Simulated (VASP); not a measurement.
# C53N (a cell with a defect) in VASP: single point with PBE

Aim: the single point of C53N (a cell with a defect) with PBE.

Everything below comes from runs of VASP 6.6.1. Logs are shortened: lines on timing, memory, paths and dates and some standing lists are left out, and cuts for length are marked.

**1. The cell of the first run**

The cell holds a defect, 54 atoms: a = 7.566 Å, b = 7.566 Å, c = 7.566 Å, α = 60.00°, β = 60.00°, γ = 60.00°.

**2. Single point, PBE**

The input, INCAR:

```
ALGO = Normal ; EDIFF = 1E-6
ENCUT = 520 ; GGA = PE
ISIF = 2 ; ISMEAR = -1
LASPH = True ; LCHARG = True
LELF = True ; LREAL = Auto
LVHAR = True ; LWAVE = False
NBANDS = 142 ; NELECT = 216.0
NELM = 60 ; PREC = Accurate
SIGMA = 0.01
```

The input, KPOINTS:

```
k-points
0
Gamma
  3 3 3
```

The input, POSCAR:

```
C53N
1.0
    0.0000000000      5.3501100000      5.3501100000
    5.3501100000      0.0000000000      5.3501100000
    5.3501100000      5.3501100000      0.0000000000
N C
1 53
Direct
    0.0000000000      0.0000000000      0.0000000000
   -0.0007390545     -0.0007390545      0.3341159304
   -0.0007390545     -0.0007390545      0.6673621787
   -0.0007390545      0.3341159304     -0.0007390545
   -0.0002939086      0.3334313029      0.3334313029
   -0.0007390545      0.3341159304      0.6673621787
   -0.0007390545      0.6673621787     -0.0007390545
   -0.0007390545      0.6673621787      0.3341159304
   -0.0002245148      0.6667415049      0.6667415049
    0.3341159304     -0.0007390545     -0.0007390545
    0.3334313029     -0.0002939086      0.3334313029
    0.3341159304     -0.0007390545      0.6673621787
    0.3334313029      0.3334313029     -0.0002939086
    0.3334313029      0.3334313029      0.3334313029
    0.3334932712      0.3334932712      0.6665067288
    0.3341159304      0.6673621787     -0.0007390545
    0.3334932712      0.6665067288      0.3334932712
    0.3334932712      0.6665067288      0.6665067288
    0.6673621787     -0.0007390545     -0.0007390545
    0.6673621787     -0.0007390545      0.3341159304
    0.6667415049     -0.0002245148      0.6667415049
    0.6673621787      0.3341159304     -0.0007390545
    0.6665067288      0.3334932712      0.3334932712
    0.6665067288      0.3334932712      0.6665067288
    0.6667415049      0.6667415049     -0.0002245148
    0.6665067288      0.6665067288      0.3334932712
    0.6667415049      0.6667415049      0.6667415049
    0.0842045188      0.0842045188      0.0842045188
    0.0837843311      0.0837843311      0.4162156689
    0.0842045188      0.0842045188      0.7473864437
    0.0837843311      0.4162156689      0.0837843311
    0.0837843311      0.4162156689      0.4162156689
    0.0837128561      0.4169462240      0.7496704599
    0.0842045188      0.7473864437      0.0842045188
    0.0837128561      0.7496704599      0.4169462240
    0.0837128561      0.7496704599      0.7496704599
    0.4162156689      0.0837843311      0.0837843311
    0.4162156689      0.0837843311      0.4162156689
    0.4169462240      0.0837128561      0.7496704599
    0.4162156689      0.4162156689      0.0837843311
    0.4167125135      0.4167125135      0.4167125135
    0.4167125135      0.4167125135      0.7498624594
    0.4169462240      0.7496704599      0.0837128561
    0.4167125135      0.7498624594      0.4167125135
    0.4169462240      0.7496704599      0.7496704599
    0.7473864437      0.0842045188      0.0842045188
    0.7496704599      0.0837128561      0.4169462240
    0.7496704599      0.0837128561      0.7496704599
    0.7496704599      0.4169462240      0.0837128561
    0.7498624594      0.4167125135      0.4167125135
    0.7496704599      0.4169462240      0.7496704599
    0.7496704599      0.7496704599      0.0837128561
    0.7496704599      0.7496704599      0.4169462240
    0.7500000000      0.7500000000      0.7500000000
```

Potentials or basis: VASP PAW PBE potentials, release 64 (N, C).

Started as:

```sh
> cat potpaw_PBE.64/N/POTCAR potpaw_PBE.64/C/POTCAR > POTCAR
> mpirun -np 1 vasp_std > vasp.out
```

OUTCAR:

```text
EDIFF = 1E-6
   ENCUT = 520
   GGA = PE
   ISIF = 2
   ISMEAR = -1
   LASPH = True
   LREAL = Auto
   NELECT = 216.0
   NELM = 60
   PREC = Accurate

 ion  position               nearest neighbor table
   1  0.000  0.000  0.000-  30 1.56  34 1.56  46 1.56  28 1.56
   2  0.999  0.999  0.334-  35 1.54  47 1.54  28 1.54  29 1.55
   3  0.999  0.999  0.667-  36 1.54  48 1.54  30 1.54  29 1.55
   4  0.999  0.334  0.999-  33 1.54  49 1.54  28 1.54  31 1.55
   5  1.000  0.333  0.333-  32 1.54  31 1.54  29 1.54  50 1.54
   6  0.999  0.334  0.667-  33 1.54  51 1.54  30 1.54  32 1.55
[... 46 lines left out ...]
  53  0.750  0.750  0.417-   8 1.54  20 1.54  26 1.54  27 1.54
  54  0.750  0.750  0.750-   9 1.54  21 1.54  25 1.54  27 1.54

  LATTYP: Found a face centered cubic cell.
 ALAT       =    10.7002200000

  Lattice vectors:

 A1 = (   0.0000000000,   5.3501100000,   5.3501100000)
 A2 = (   5.3501100000,   0.0000000000,   5.3501100000)
 A3 = (   5.3501100000,   5.3501100000,   0.0000000000)

Analysis of symmetry for initial positions (statically):
=====================================================================
 Subroutine PRICEL returns:
 Original cell was already a primitive cell.

 Routine SETGRP: Setting up the symmetry group for a
 face centered cubic supercell.

 Subroutine GETGRP returns: Found 24 space group operations
 (whereof 24 operations were pure point group operations)
 out of a pool of 48 trial point group operations.

The static configuration has the point symmetry T_d .

Analysis of symmetry for dynamics (positions and initial velocities):
=====================================================================
 Subroutine PRICEL returns:
 Original cell was already a primitive cell.

 Routine SETGRP: Setting up the symmetry group for a
 face centered cubic supercell.

 Subroutine GETGRP returns: Found 24 space group operations
 (whereof 24 operations were pure point group operations)
 out of a pool of 48 trial point group operations.

The dynamic configuration has the point symmetry T_d .

 Subroutine INISYM returns: Found 24 space group operations
 (whereof 24 operations are pure point group operations),
 and found     1 'primitive' translations

----------------------------------------------------------------------------------------

                                     Primitive cell

  volume of cell :     306.2796

  direct lattice vectors                    reciprocal lattice vectors
     0.000000000  5.350110000  5.350110000    -0.093456022  0.093456022  0.093456022
     5.350110000  0.000000000  5.350110000     0.093456022 -0.093456022  0.093456022
     5.350110000  5.350110000  0.000000000     0.093456022  0.093456022 -0.093456022

  length of vectors
     7.566198122  7.566198122  7.566198122     0.161870579  0.161870579  0.161870579

  position of ions in fractional coordinates (direct lattice)
     0.000000000  0.000000000  0.000000000
     0.999260945  0.999260945  0.334115930
     0.999260945  0.999260945  0.667362179
     0.999260945  0.334115930  0.999260945
     0.999706091  0.333431303  0.333431303
     0.999260945  0.334115930  0.667362179
[... 46 lines left out ...]
     0.749670460  0.749670460  0.416946224
     0.750000000  0.750000000  0.750000000

  ion indices of the primitive-cell ions
   primitive index   ion index
                 1           1
                 2           2
                 3           3
                 4           4
                 5           5
                 6           6
[... 46 lines left out ...]
                53          53
                54          54

----------------------------------------------------------------------------------------

 KPOINTS: k-points

Automatic generation of k-mesh.
 Grid dimensions read from file:
 generate k-points for:    3    3    3

 Generating k-lattice:

  Cartesian coordinates                     Fractional coordinates (reciprocal lattice)
    -0.031152007  0.031152007  0.031152007     0.333333333  0.000000000  0.000000000
     0.031152007 -0.031152007  0.031152007     0.000000000  0.333333333  0.000000000
     0.031152007  0.031152007 -0.031152007     0.000000000  0.000000000  0.333333333

  Length of vectors
     0.053956860  0.053956860  0.053956860

  Shift w.r.t. Gamma in fractional coordinates (k-lattice)
     0.000000000  0.000000000  0.000000000

 Subroutine IBZKPT returns following result:
 ===========================================

 Found      4 irreducible k-points:

 Following reciprocal coordinates:
            Coordinates               Weight
  0.000000  0.000000  0.000000      1.000000
  0.333333  0.000000  0.000000      8.000000
  0.333333  0.333333  0.000000      6.000000
 -0.333333  0.333333  0.000000     12.000000
   k-points           NKPTS =      4   k-points in BZ     NKDIM =      4   number of bands    NBANDS=    142
   number of dos      NEDOS =    301   number of ions     NIONS =     54
   total plane-waves  NPLWV = 175616
   dimension x,y,z NGX =    56 NGY =   56 NGZ =   56
   dimension x,y,z NGXF=   112 NGYF=  112 NGZF=  112
   ions per type =               1  53
   NGX,Y,Z   is equivalent  to a cutoff of  12.30, 12.30, 12.30 a.u.
   NGXF,Y,Z  is equivalent  to a cutoff of  24.61, 24.61, 24.61 a.u.
 SYSTEM =  unknown system
   PREC   = accura    normal or accurate (medium, high low for compatibility)
   ISTART =      0    job   : 0-new  1-cont  2-samecut
   ICHARG =      2    charge: 1-file 2-atom 10-const
   ISPIN  =      1    spin polarized calculation?
   LNONCOLLINEAR =      F non collinear calculations
   LSORBIT =      F    spin-orbit coupling
   LASPH  =      T    aspherical Exc in radial PAW
   ENCUT  =  520.0 eV  38.22 Ry    6.18 a.u.  14.07 14.07 14.07*2*pi/ulx,y,z
   NELM   =     60;   NELMIN=  2; NELMDL= -5     # of ELM steps
   EDIFF  = 0.1E-05   stopping-criterion for ELM
   LREAL  =      T    real-space projection
   EDIFFG = 0.1E-04   stopping-criterion for IOM
   NSW    =      0    number of steps for IOM
   IBRION =     -1    ionic relax: 0-MD 1-quasi-New 2-CG
   NFREE  =      0    steps in history (QN), initial steepest desc. (CG)
   ISIF   =      2    stress and relaxation
   ISYM   =      2    0-nonsym 1-usesym 2-fastsym
   POTIM  = 0.5000    time-step for ionic-motion
   TEBEG  =    0.0;   TEEND  =   0.0 temperature during run
   PSTRESS=    0.0 pullay stress
   NELECT =     216.0000    total number of electrons
   NUPDOWN=      -1.0000    fix difference up-down
   EMIN   =  10.00;   EMAX   =-10.00  energy-range for DOS
   EFERMI =   0.00;   METHOD = LEGACY
   ISMEAR =    -1;   SIGMA  =   0.01  broadening in eV -4-tet -1-fermi 0-gaus
   EFERMI_NEDOS =   21; number of points for ismear=-14 and -15
   IALGO  =     38    algorithm
   IMIX   =      4    mixing-type and parameters
     AMIX     =   0.40;   BMIX     =  1.00
     AMIX_MAG =   1.60;   BMIX_MAG =  1.00
  volume/ion in A,a.u.               =       5.67        38.28
  Fermi-wavevector in a.u.,A,eV,Ry     =   1.457203  2.753714 28.891161  2.123440
  Thomas-Fermi vector in A             =   2.574032
   LORBIT       =      0    0 simple, 1 ext, 2 COOP (PROOUT), +10 PAW based schemes
   GGA     = PE    functional components
   LHFCALC =     F    Hartree Fock is set to
   AEXX    =    0.0000 exact exchange contribution
   IVDW    =     0    specifies the selected vdW correction
   LEPSILON=     F    determine dielectric tensor
   LRPA    =     F    only Hartree local field effects (RPA)
 non-spin polarized calculation
  energy-cutoff  :      520.00
  volume of cell :      306.28
 maximum number of plane-waves:      8291
   NGX = 29   NGY = 29   NGZ = 29

 number of electron     216.0000001 magnetization

 Free energy of the ion-electron system (eV)
  ---------------------------------------------------
  ext. energy  EPLUGINS =         0.00000000
  ---------------------------------------------------
  free energy    TOTEN  =      -499.34402544 eV

  energy without entropy =     -499.34402544  energy(sigma->0) =     -499.34402544

 E-fermi :   9.9811     XC(G=0): -13.2315

 val. band max:        9.6802577140   @ k =   0.0000   0.0000   0.0000
 cond. band min:      12.9046633559   @ k =   0.0000   0.0000   0.0000
 fundamental gap:      3.2244056419
 Fermi energy:         9.9811341576

 k-point     1 :       0.0000    0.0000    0.0000
  band No.  band energies     occupation
      1     -12.2909      2.00000
      2     -10.6172      2.00000
      3      -8.7844      2.00000
      4      -8.7844      2.00000
      5      -8.7844      2.00000
      6      -8.6727      2.00000
[... 112 lines left out ...]
    119      15.8003      0.00000
    120      15.8003      0.00000

 k-point     2 :       0.3333    0.0000    0.0000
  band No.  band energies     occupation
      1     -12.1180      2.00000
      2     -10.8004      2.00000
      3      -9.9300      2.00000
      4      -9.0655      2.00000
      5      -9.0655      2.00000
      6      -8.7392      2.00000
[... 112 lines left out ...]
    119      15.7895      0.00000
    120      15.8886      0.00000

 k-point     3 :       0.3333    0.3333    0.0000
  band No.  band energies     occupation
      1     -12.0666      2.00000
      2     -10.7230      2.00000
      3      -9.7458      2.00000
      4      -9.5969      2.00000
      5      -9.5969      2.00000
      6      -9.5300      2.00000
[... 112 lines left out ...]
    119      16.2626      0.00000
    120      16.2626      0.00000

 k-point     4 :      -0.3333    0.3333    0.0000
  band No.  band energies     occupation
      1     -11.9863      2.00000
      2     -10.6351      2.00000
      3     -10.4552      2.00000
      4      -9.7855      2.00000
      5      -9.4861      2.00000
      6      -8.7225      2.00000
[... 112 lines left out ...]
    119      16.1511      0.00000
    120      16.4276      0.00000
 [bands above 120 left out]

------------------------ aborting loop because EDIFF is reached ----------------------------------------

  FORCE on cell =-STRESS in cart. coord.  units (eV):
  Direction    XX          YY          ZZ          XY          YZ          ZX
  --------------------------------------------------------------------------------------
  -------------------------------------------------------------------------------------
  Total      -10.5083179    -10.5083179    -10.5083179      0.0000000      0.0000000      0.0000000
  in kB      -54.9699899    -54.9699899    -54.9699899      0.0000000      0.0000000      0.0000000
  external PRESSURE =     -54.9699899 kB  Pullay stress =       0.0000000 kB

 VOLUME and BASIS-vectors are now :
 -----------------------------------------------------------------------------
  energy-cutoff  :      520.00
  volume of cell :      306.28
      direct lattice vectors                 reciprocal lattice vectors
     0.000000000  5.350110000  5.350110000    -0.093456022  0.093456022  0.093456022
     5.350110000  0.000000000  5.350110000     0.093456022 -0.093456022  0.093456022
     5.350110000  5.350110000  0.000000000     0.093456022  0.093456022 -0.093456022

 POSITION                                       TOTAL-FORCE (eV/Angst)
 -----------------------------------------------------------------------------------
      0.00000      0.00000      0.00000        -0.000000      0.000000      0.000000
      7.13371      7.13371     10.69231        -0.020055     -0.020055      0.005895
      8.91662      8.91662     10.69231         0.020055      0.020055      0.005895
      7.13371     10.69231      7.13371        -0.020055      0.005895     -0.020055
      3.56779      7.13243      7.13243        -0.005885      0.005885      0.005885
      5.35802      8.91662      7.13371        -0.005895      0.020055     -0.020055
[... 46 lines left out ...]
      6.24153      6.24153      8.02164        -0.006512     -0.006512      0.008109
      8.02516      8.02516      8.02516        -0.000000      0.000000      0.000000
 -----------------------------------------------------------------------------------
    total drift:                                0.000003      0.000003      0.000003

  FREE ENERGIE OF THE ION-ELECTRON SYSTEM (eV)
  ---------------------------------------------------
  free  energy   TOTEN  =      -499.3440254428 eV

  energy  without entropy=     -499.3440254428  energy(sigma->0) =     -499.34402544
```

Wall time 16 min (1 thread of Intel Xeon 8259CL, shared host); peak memory 0.46 GiB.

Results:

| Quantity | Value |
| --- | --- |
| Free energy | -499.3440 eV |
| Largest force | 0.039 eV/Å |

Forces in eV/Å, atoms in the order of the input:
```
N    0.000  0.000  0.000
C   -0.020 -0.020  0.006
C    0.020  0.020  0.006
C   -0.020  0.006 -0.020
C   -0.006  0.006  0.006
C   -0.006  0.020 -0.020
C    0.020  0.006  0.020
C   -0.006 -0.020  0.020
C   -0.005  0.005  0.005
C    0.006 -0.020 -0.020
C    0.006 -0.006  0.006
C    0.020 -0.006 -0.020
C    0.006  0.006 -0.006
C   -0.006 -0.006 -0.006
C    0.000  0.000  0.004
C    0.020 -0.020 -0.006
C    0.000  0.004  0.000
C   -0.004  0.000  0.000
C    0.006  0.020  0.020
C   -0.020 -0.006  0.020
C    0.005 -0.005  0.005
C   -0.020  0.020 -0.006
C    0.004  0.000  0.000
C    0.000 -0.004  0.000
C    0.005  0.005 -0.005
C    0.000  0.000 -0.004
C   -0.005 -0.005 -0.005
C    0.023  0.023  0.023
C    0.000  0.000  0.023
C   -0.023 -0.023  0.023
C    0.000  0.023  0.000
C   -0.023  0.000  0.000
C   -0.007  0.007 -0.008
C   -0.023  0.023 -0.023
C   -0.007 -0.008  0.007
C    0.008  0.007  0.007
C    0.023  0.000  0.000
C    0.000 -0.023  0.000
C    0.007 -0.007 -0.008
C    0.000  0.000 -0.023
C   -0.004 -0.004 -0.004
C    0.004  0.004 -0.004
C    0.007 -0.008 -0.007
C    0.004 -0.004  0.004
C    0.008 -0.007 -0.007
C    0.023 -0.023 -0.023
C   -0.008 -0.007  0.007
C    0.007  0.008  0.007
C   -0.008  0.007 -0.007
C   -0.004  0.004  0.004
C   -0.007  0.008 -0.007
C    0.007  0.007  0.008
C   -0.007 -0.007  0.008
C    0.000  0.000  0.000
```

Levels at points of the mesh, in eV from the Fermi level:
| k point | band 106 | band 107 | band 108 | band 109 | band 110 | band 111 |
| --- | --- | --- | --- | --- | --- | --- |
| (0.00, 0.00, 0.00) | -0.30 | -0.30 | -0.30 | 2.92 | 3.74 | 3.74 |

Caveat: the cell carries a net charge on a neutralising background, which shifts energy and pressure; the cell is charged against a uniform background, so pressure and absolute levels hang on convention.
